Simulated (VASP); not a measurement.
# TaC (Fm-3m) in VASP: further runs

Runs on TaC. Level: PBE. Tasks: single point.

Everything below comes from runs of VASP 6.6.1. Logs are shortened: lines on timing, memory, paths and dates and some standing lists are left out, and cuts for length are marked.

**1. The cell of the first run**

Symmetry: Fm-3m, No. 225, cubic system. The conventional cell has a = 4.490 Å, b = 4.490 Å, c = 4.490 Å, α = 90.00°, β = 90.00°, γ = 90.00°. Within 3.0 Å of Ta (site symmetry m-3m) lie 6 C at 2.25 Å. Within 3.0 Å of C (site symmetry m-3m) lie 6 Ta at 2.25 Å.

**2. Single point, PBE**

Input file INCAR:

```
SYSTEM = TaC
  PREC = Accurate
  ENCUT = 600
  EDIFF = 1E-6
  ISMEAR = -1
  SIGMA = 0.02
  LREAL = .FALSE.
  LASPH = .TRUE.
  NELM = 120
  ALGO = Normal
  ISIF = 2
  LWAVE = .FALSE.
  LCHARG = .FALSE.
  GGA = PE
  NBANDS = 14
  GGA_COMPAT = .FALSE.
```

Input file KPOINTS:

```
regular mesh
0
G
  16 16 16
  0 0 0
```

Input file POSCAR:

```
TaC
1.0
    0.0000000000      2.2450113325      2.2450113325
    2.2450113325      0.0000000000      2.2450113325
    2.2450113325      2.2450113325      0.0000000000
Ta C
1 1
Direct
    0.0000000000      0.0000000000      0.0000000000
    0.5000000000      0.5000000000      0.5000000000
```

Potentials or basis: VASP PAW PBE potentials, release 64 (Ta_pv, C).

On the command line:

```
$ cat potpaw_PBE.64/Ta_pv/POTCAR potpaw_PBE.64/C/POTCAR > POTCAR
$ mpirun -np 1 vasp_std > vasp.out
```

OUTCAR:

```text
SYSTEM = TaC
   PREC = Accurate
   ENCUT = 600
   EDIFF = 1E-6
   ISMEAR = -1
   LREAL = .FALSE.
   LASPH = .TRUE.
   NELM = 120
   ISIF = 2
   GGA = PE

 ion  position               nearest neighbor table
   1  0.000  0.000  0.000-   2 2.25   2 2.25   2 2.25   2 2.25   2 2.25   2 2.25
   2  0.500  0.500  0.500-   1 2.25   1 2.25   1 2.25   1 2.25   1 2.25   1 2.25

  LATTYP: Found a face centered cubic cell.
 ALAT       =     4.4900226650

  Lattice vectors:

 A1 = (   0.0000000000,   2.2450113325,   2.2450113325)
 A2 = (   2.2450113325,   0.0000000000,   2.2450113325)
 A3 = (   2.2450113325,   2.2450113325,   0.0000000000)

Analysis of symmetry for initial positions (statically):
=====================================================================
 Subroutine PRICEL returns:
 Original cell was already a primitive cell.

 Routine SETGRP: Setting up the symmetry group for a
 face centered cubic supercell.

 Subroutine GETGRP returns: Found 48 space group operations
 (whereof 48 operations were pure point group operations)
 out of a pool of 48 trial point group operations.

The static configuration has the point symmetry O_h .

Analysis of symmetry for dynamics (positions and initial velocities):
=====================================================================
 Subroutine PRICEL returns:
 Original cell was already a primitive cell.

 Routine SETGRP: Setting up the symmetry group for a
 face centered cubic supercell.

 Subroutine GETGRP returns: Found 48 space group operations
 (whereof 48 operations were pure point group operations)
 out of a pool of 48 trial point group operations.

The dynamic configuration has the point symmetry O_h .

 Subroutine INISYM returns: Found 48 space group operations
 (whereof 48 operations are pure point group operations),
 and found     1 'primitive' translations

----------------------------------------------------------------------------------------

                                     Primitive cell

  volume of cell :      22.6301

  direct lattice vectors                    reciprocal lattice vectors
     0.000000000  2.245011332  2.245011332    -0.222716025  0.222716025  0.222716025
     2.245011332  0.000000000  2.245011332     0.222716025 -0.222716025  0.222716025
     2.245011332  2.245011332  0.000000000     0.222716025  0.222716025 -0.222716025

  length of vectors
     3.174925474  3.174925474  3.174925474     0.385755471  0.385755471  0.385755471

  position of ions in fractional coordinates (direct lattice)
     0.000000000  0.000000000  0.000000000
     0.500000000  0.500000000  0.500000000

  ion indices of the primitive-cell ions
   primitive index   ion index
                 1           1
                 2           2

----------------------------------------------------------------------------------------

 KPOINTS: regular mesh

Automatic generation of k-mesh.
 Grid dimensions read from file:
 generate k-points for:   16   16   16

 Generating k-lattice:

  Cartesian coordinates                     Fractional coordinates (reciprocal lattice)
    -0.013919752  0.013919752  0.013919752     0.062500000  0.000000000  0.000000000
     0.013919752 -0.013919752  0.013919752     0.000000000  0.062500000  0.000000000
     0.013919752  0.013919752 -0.013919752     0.000000000  0.000000000  0.062500000

  Length of vectors
     0.024109717  0.024109717  0.024109717

  Shift w.r.t. Gamma in fractional coordinates (k-lattice)
     0.000000000  0.000000000  0.000000000

 Subroutine IBZKPT returns following result:
 ===========================================

 Found    145 irreducible k-points:

 Following reciprocal coordinates:
            Coordinates               Weight
  0.000000  0.000000  0.000000      1.000000
  0.062500  0.000000  0.000000      8.000000
  0.125000  0.000000  0.000000      8.000000
  0.187500  0.000000  0.000000      8.000000
  0.250000  0.000000  0.000000      8.000000
  0.312500  0.000000  0.000000      8.000000
[... 16 lines left out ...]
 -0.125000  0.062500  0.000000     24.000000
 -0.062500  0.062500  0.000000     12.000000
 [... further k-points ...]
   k-points           NKPTS =    145   k-points in BZ     NKDIM =    145   number of bands    NBANDS=     14
   number of dos      NEDOS =    301   number of ions     NIONS =      2
   total plane-waves  NPLWV =  21952
   dimension x,y,z NGX =    28 NGY =   28 NGZ =   28
   dimension x,y,z NGXF=    56 NGYF=   56 NGZF=   56
   ions per type =               1   1
   NGX,Y,Z   is equivalent  to a cutoff of  14.66, 14.66, 14.66 a.u.
   NGXF,Y,Z  is equivalent  to a cutoff of  29.32, 29.32, 29.32 a.u.
 SYSTEM =  TaC
   PREC   = accura    normal or accurate (medium, high low for compatibility)
   ISTART =      0    job   : 0-new  1-cont  2-samecut
   ICHARG =      2    charge: 1-file 2-atom 10-const
   ISPIN  =      1    spin polarized calculation?
   LNONCOLLINEAR =      F non collinear calculations
   LSORBIT =      F    spin-orbit coupling
   LASPH  =      T    aspherical Exc in radial PAW
   ENCUT  =  600.0 eV  44.10 Ry    6.64 a.u.   6.34  6.34  6.34*2*pi/ulx,y,z
   NELM   =    120;   NELMIN=  2; NELMDL= -5     # of ELM steps
   EDIFF  = 0.1E-05   stopping-criterion for ELM
   LREAL  =      F    real-space projection
   EDIFFG = 0.1E-04   stopping-criterion for IOM
   NSW    =      0    number of steps for IOM
   IBRION =     -1    ionic relax: 0-MD 1-quasi-New 2-CG
   NFREE  =      0    steps in history (QN), initial steepest desc. (CG)
   ISIF   =      2    stress and relaxation
   ISYM   =      2    0-nonsym 1-usesym 2-fastsym
   POTIM  = 0.5000    time-step for ionic-motion
   TEBEG  =    0.0;   TEEND  =   0.0 temperature during run
   PSTRESS=    0.0 pullay stress
   NELECT =      15.0000    total number of electrons
   NUPDOWN=      -1.0000    fix difference up-down
   EMIN   =  10.00;   EMAX   =-10.00  energy-range for DOS
   EFERMI =   0.00;   METHOD = LEGACY
   ISMEAR =    -1;   SIGMA  =   0.02  broadening in eV -4-tet -1-fermi 0-gaus
   EFERMI_NEDOS =   21; number of points for ismear=-14 and -15
   IALGO  =     38    algorithm
   IMIX   =      4    mixing-type and parameters
     AMIX     =   0.40;   BMIX     =  1.00
     AMIX_MAG =   1.60;   BMIX_MAG =  1.00
  volume/ion in A,a.u.               =      11.32        76.36
  Fermi-wavevector in a.u.,A,eV,Ry     =   1.427392  2.697381 27.721178  2.037449
  Thomas-Fermi vector in A             =   2.547567
   LORBIT       =      0    0 simple, 1 ext, 2 COOP (PROOUT), +10 PAW based schemes
   GGA     = PE    functional components
   LHFCALC =     F    Hartree Fock is set to
   AEXX    =    0.0000 exact exchange contribution
   IVDW    =     0    specifies the selected vdW correction
   LEPSILON=     F    determine dielectric tensor
   LRPA    =     F    only Hartree local field effects (RPA)
 non-spin polarized calculation
  energy-cutoff  :      600.00
  volume of cell :       22.63
 maximum number of plane-waves:       775
 NGX is ok and might be reduce to    28
   NGX = 13   NGY = 13   NGZ = 13

 number of electron      15.0000001 magnetization

 Free energy of the ion-electron system (eV)
  ---------------------------------------------------
  ext. energy  EPLUGINS =         0.00000000
  ---------------------------------------------------
  free energy    TOTEN  =       -22.20700514 eV

  energy without entropy =      -22.20652719  energy(sigma->0) =      -22.20676617

 E-fermi :   8.1300     XC(G=0): -13.0804

 val. band max:        8.1146187281   @ k =   0.4375   0.1875   0.0625
 cond. band min:       8.1604576168   @ k =   0.1250   0.0625   0.0000
 fundamental gap:      0.0458388887
 Fermi energy:         8.1299959576

 k-point     1 :       0.0000    0.0000    0.0000
  band No.  band energies     occupation
      1     -26.9816      2.00000
      2     -26.9816      2.00000
      3     -26.9816      2.00000
      4      -6.4941      2.00000
      5       6.8675      2.00000
      6       6.8675      2.00000
      7       6.8675      2.00000
      8       7.6952      2.00000
      9       7.6952      2.00000
     10       7.6952      2.00000
     11       8.7864      0.00000
     12       8.7864      0.00000
     13      14.4610      0.00000
     14      18.1847      0.00000

 k-point     2 :       0.0625    0.0000    0.0000
  band No.  band energies     occupation
      1     -27.0079      2.00000
      2     -26.9842      2.00000
      3     -26.9842      2.00000
      4      -6.3872      2.00000
      5       6.2733      2.00000
      6       6.6101      2.00000
      7       6.6101      2.00000
      8       7.3426      2.00000
      9       7.3426      2.00000
     10       8.0514      1.96151
     11       9.6096      0.00000
     12       9.6096      0.00000
     13      14.6817      0.00000
     14      18.4566      0.00000

 k-point     3 :       0.1250    0.0000    0.0000
  band No.  band energies     occupation
      1     -27.0820      2.00000
      2     -26.9918      2.00000
      3     -26.9918      2.00000
      4      -6.0747      2.00000
      5       5.2521      2.00000
      6       5.7541      2.00000
      7       5.7541      2.00000
      8       7.5126      2.00000
      9       7.5126      2.00000
     10       8.4549      0.00000
     11      10.9243      0.00000
     12      10.9243      0.00000
     13      15.2552      0.00000
     14      19.2064      0.00000
[... 324 lines left out ...]
 k-point    23 :      -0.1250    0.0625    0.0000
  band No.  band energies     occupation
      1     -27.1251      2.00000
      2     -27.0166      2.00000
      3     -26.9890      2.00000
      4      -5.8432      2.00000
      5       4.7263      2.00000
      6       5.1872      2.00000
      7       5.3570      2.00000
      8       7.3316      2.00000
      9       8.2292      0.01394
     10       8.8518      0.00000
     11      10.6904      0.00000
     12      12.2100      0.00000
     13      15.6828      0.00000
     14      19.7303      0.00000

 k-point    24 :      -0.0625    0.0625    0.0000
  band No.  band energies     occupation
      1     -27.0441      2.00000
      2     -26.9993      2.00000
      3     -26.9838      2.00000
      4      -6.2130      2.00000
      5       5.7573      2.00000
      6       5.9565      2.00000
      7       6.0763      2.00000
      8       7.0315      2.00000
      9       7.9045      1.99997
     10       8.4796      0.00000
     11       9.7314      0.00000
     12      10.8358      0.00000
     13      15.0359      0.00000
     14      18.8882      0.00000

 [... further k-points ...]
[... 5 lines left out ...]
  --------------------------------------------------------------------------------------
  -------------------------------------------------------------------------------------
  Total       -0.3647979     -0.3647979     -0.3647979     -0.0000000      0.0000000     -0.0000000
  in kB      -25.8271968    -25.8271968    -25.8271968     -0.0000000      0.0000000     -0.0000000
  external PRESSURE =     -25.8271968 kB  Pullay stress =       0.0000000 kB

 VOLUME and BASIS-vectors are now :
 -----------------------------------------------------------------------------
  energy-cutoff  :      600.00
  volume of cell :       22.63
      direct lattice vectors                 reciprocal lattice vectors
     0.000000000  2.245011332  2.245011332    -0.222716025  0.222716025  0.222716025
     2.245011332  0.000000000  2.245011332     0.222716025 -0.222716025  0.222716025
     2.245011332  2.245011332  0.000000000     0.222716025  0.222716025 -0.222716025

 POSITION                                       TOTAL-FORCE (eV/Angst)
 -----------------------------------------------------------------------------------
      0.00000      0.00000      0.00000         0.000000      0.000000      0.000000
      2.24501      2.24501      2.24501        -0.000000     -0.000000     -0.000000
 -----------------------------------------------------------------------------------
    total drift:                                0.000000      0.000000      0.000000

  FREE ENERGIE OF THE ION-ELECTRON SYSTEM (eV)
  ---------------------------------------------------
  free  energy   TOTEN  =       -22.2070051388 eV

  energy  without entropy=      -22.2065271941  energy(sigma->0) =      -22.20676617
```

Wall time 45 s (1 thread of Intel Xeon Platinum 8259CL at 2.50GHz (Skylake/Cascade Lake), shared host); peak memory 0.2 GiB.

What came out:

- Free energy: -22.2070 eV
- Pressure: -2.6 GPa

Levels at points of the mesh, in eV from the Fermi level:
| k point | band 4 | band 5 | band 6 | band 7 | band 8 | band 9 | band 10 | band 11 | band 12 | band 13 |
| --- | --- | --- | --- | --- | --- | --- | --- | --- | --- | --- |
| (0.00, 0.00, 0.00) | -14.62 | -1.26 | -1.26 | -1.26 | -0.43 | -0.43 | -0.43 | 0.66 | 0.66 | 6.33 |
| (0.50, 0.00, 0.00) | -10.33 | -8.55 | -5.33 | -5.33 | 2.66 | 2.66 | 3.61 | 5.35 | 9.70 | 9.70 |
| (0.50, 0.50, 0.00) | -12.53 | -4.58 | -4.38 | -1.73 | -1.73 | 2.55 | 3.98 | 3.98 | 6.64 | 7.83 |

Caveat: spin-orbit coupling is left out, which moves the levels of the heavy elements.

**3. Single point, PBE**

This run uses another cell than the first one, of 11.64 Å³/atom, 1.029 times its volume.

Input file INCAR:

```
SYSTEM = TaC
PREC = Accurate ; ENCUT = 600
EDIFF = 1E-6 ; ISMEAR = -1
SIGMA = 0.02 ; LREAL = .FALSE.
LASPH = .TRUE. ; NELM = 120
ALGO = Normal ; ISIF = 2
LWAVE = .FALSE. ; LCHARG = .FALSE.
GGA = PE ; NBANDS = 14
GGA_COMPAT = .FALSE.
```

KPOINTS is that of step 2.

Input file POSCAR:

```
TaC
1.0
    0.0000000000      2.2665993042      2.2665993042
    2.2665993042      0.0000000000      2.2665993042
    2.2665993042      2.2665993042      0.0000000000
Ta C
1 1
Direct
    0.0000000000      0.0000000000      0.0000000000
    0.5000000000      0.5000000000      0.5000000000
```

Potentials or basis: VASP PAW PBE potentials, release 64 (Ta_pv, C).

On the command line:

```
$ cat potpaw_PBE.64/Ta_pv/POTCAR potpaw_PBE.64/C/POTCAR > POTCAR
$ mpirun -np 1 vasp_std > vasp.out
```

Wall time 46 s (1 thread of Intel Xeon Platinum 8259CL at 2.50GHz (Skylake/Cascade Lake), shared host); peak memory 0.2 GiB.

It converged, with:

| Item | Value |
| --- | --- |
| Free energy | -22.1791 eV |
| Pressure | -11.1 GPa |

Levels at points of the mesh, in eV from the Fermi level:
| k point | band 4 | band 5 | band 6 | band 7 | band 8 | band 9 | band 10 | band 11 | band 12 | band 13 |
| --- | --- | --- | --- | --- | --- | --- | --- | --- | --- | --- |
| (0.00, 0.00, 0.00) | -14.42 | -1.22 | -1.22 | -1.22 | -0.42 | -0.42 | -0.42 | 0.62 | 0.62 | 6.00 |
| (0.50, 0.00, 0.00) | -10.32 | -8.36 | -5.17 | -5.17 | 2.54 | 2.54 | 3.45 | 5.25 | 9.35 | 9.35 |
| (0.50, 0.50, 0.00) | -12.35 | -4.55 | -4.22 | -1.72 | -1.72 | 2.43 | 3.80 | 3.80 | 6.32 | 7.43 |

Caveat: spin-orbit coupling is left out, which moves the levels of the heavy elements.
